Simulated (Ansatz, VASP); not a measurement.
**One calculation of Ti, two programs**

File INCAR:

```
PREC = Accurate ; ENCUT = 520
EDIFF = 1E-7 ; ISMEAR = -1
SIGMA = 0.05 ; LREAL = F
LASPH = T ; NELM = 60
ALGO = Normal ; ISIF = 2
LWAVE = F ; LCHARG = F
GGA = PE ; NBANDS = 12
```

The input KPOINTS:

```
regular mesh
0
Gamma
  15 15 15
```

File POSCAR:

```
Ti
1.0
    0.0000000000      2.0163754284      2.0163754284
    2.0163754284      0.0000000000      2.0163754284
    2.0163754284      2.0163754284      0.0000000000
Ti
1
Direct
    0.0000000000      0.0000000000      0.0000000000
```

Input for Ansatz:

```yaml
crystal:
  lattice:
    - [0.0, 2.0163754284, 2.0163754284]
    - [2.0163754284, 0.0, 2.0163754284]
    - [2.0163754284, 2.0163754284, 0.0]
  atoms:
    - { symbol: Ti, position: [0.0, 0.0, 0.0] }
kpoints:
  mp_grid: { grid: [15, 15, 15] }
  band_path:
    path:
      - [0.0, 0.0, 0.0]
      - [0.5, 0.0, 0.5]
      - [0.625, 0.25, 0.625]
      - [0.375, 0.375, 0.75]
      - [0.0, 0.0, 0.0]
      - [0.5, 0.5, 0.5]
      - [0.5, 0.25, 0.75]
      - [0.5, 0.0, 0.5]
    npoints: 5
scf:
  occupations: { method: fermi_dirac, width: 0.05 }
hamiltonian:
  xc: pbe
  pseudopotentials: { kind: all_electron, lapw: { basis_error: 0.00025 } }
output:
  forces: true
  stress: true
  eigenvalues: true
```

Change from the starting cell: volume scaled by 0.98.

Alike in both runs: task single point; functional PBE; k mesh 15 × 15 × 15; occupations fermi-dirac, width 0.05 eV; no spin polarisation.

|  | VASP | Ansatz |
| --- | --- | --- |
| version | VASP 6.6.1 | Ansatz 0.2.0 |
| potentials or method | VASP PAW PBE potentials, release 64 (Ti_sv), cutoff 520 eV | all-electron LAPW, scalar-relativistic |

Ansatz gave:

* pressure (GPa): 7.0

**Question.** Which values does VASP return?

**Answer.** Pressure (GPa): 6.7.

Ansatz ran all-electron here, and VASP with PAW potentials.
